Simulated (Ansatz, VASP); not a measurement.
Two plane-wave programs on SiC

The input INCAR:

```
  PREC = Accurate
  ENCUT = 600
  EDIFF = 1E-7
  ISMEAR = 0
  SIGMA = 0.02
  LREAL = False
  LASPH = True
  NELM = 120
  ALGO = Normal
  ISIF = 3
  LWAVE = False
  LCHARG = False
  GGA = PE
  IBRION = 2
  NSW = 100
  EDIFFG = -0.002
  GGA_COMPAT = False
  NELMIN = 4
```

File KPOINTS:

```
regular mesh
0
Gamma
  10 10 10
```

File POSCAR:

```
SiC
1.0
    0.0000000000      2.1769966200      2.1769966200
    2.1769966200      0.0000000000      2.1769966200
    2.1769966200      2.1769966200      0.0000000000
Si C
1 1
Direct
    0.7500000000      0.7500000000      0.7500000000
    0.0000000000      0.0000000000      0.0000000000
```

Input for Ansatz:

```yaml
crystal:
  lattice:
    - [0.0, 2.17699662, 2.17699662]
    - [2.17699662, 0.0, 2.17699662]
    - [2.17699662, 2.17699662, 0.0]
  atoms:
    - { symbol: Si, position: [0.75, 0.75, 0.75] }
    - { symbol: C, position: [0.0, 0.0, 0.0] }
basis:
  ecutwfc: 420
kpoints:
  mp_grid: { grid: [10, 10, 10] }
hamiltonian:
  xc: pbe
  pseudopotentials: { kind: paw, azcp: { folder: soft_1 } }
scf:
  occupations: { method: gaussian, width: 0.02 }
output:
  forces: true
  stress: true
  eigenvalues: true
relax:
  adjacent_minimum: "off"
  f_tol: 0.002
  max_steps: 80
  cell: { stress_tol: 0.02 }
```

Alike in both runs: task relaxation of cell and atoms; functional PBE; k mesh 10 × 10 × 10; occupations gaussian, width 0.02 eV; no spin polarisation.

```csv
,VASP,Ansatz
version,VASP 6.6.1,Ansatz 0.2.0
potentials or method,"VASP PAW PBE potentials, release 64 (Si, C), cutoff 600 eV","scalar-relativistic, plane waves, PAW"
valence electrons in the cell,8,8
```

```tsv
	VASP	Ansatz	Ansatz less VASP
gap on the k mesh at the Fermi level, each at its own relaxed structure (eV)	1.37	1.37	+0.003
relaxed volume (Å³/atom)	10.49	10.50	+0.009
relaxed cell length with the largest relative difference (Å)	3.096	3.097	+0.0008
```
